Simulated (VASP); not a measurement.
B4AsN3:

```xyz
8
Lattice="3.9535 0.0000 0.0000 0.0000 3.9535 0.0000 0.0000 0.0000 3.9535" Properties=species:S:1:pos:R:3 pbc="T T T"
N     1.9768    0.0000    0.0000
N     0.0000    1.9768    0.0000
N     0.0000    0.0000    1.9768
B     0.8973    3.0562    3.0562
B     3.0562    0.8973    3.0562
B     3.0562    3.0562    0.8973
B     0.8973    0.8973    0.8973
As    1.9768    1.9768    1.9768
```

Base run:

| Quantity | Value |
| --- | --- |
| Program | VASP 6.6.1 |
| Functional | r2SCAN |
| Potentials or basis | VASP PAW PBE potentials, release 64 (N, B, As) |
| Cutoff | 520 eV |
| k mesh | 6 × 6 × 6 |
| Occupations | gaussian, width 0.01 eV |
| Spin | no spin polarisation |

Its results: band gap on the k mesh 1.03 eV; pressure 1.3 GPa; largest force 0.112 eV/Å.

Task: The run is repeated on the same cell with these changes: functional from r2SCAN to PBE; occupations from gaussian, width 0.01 eV to fermi-dirac, width 0.02 eV. What comes out?

Result: Band gap on the k mesh 0.73 eV; pressure 4.2 GPa; largest force 0.406 eV/Å.

Caveats: the PAW data sets were made with another functional, which shifts forces and pressure a little (at least some runs); the cell stands under pressure (at least some runs).

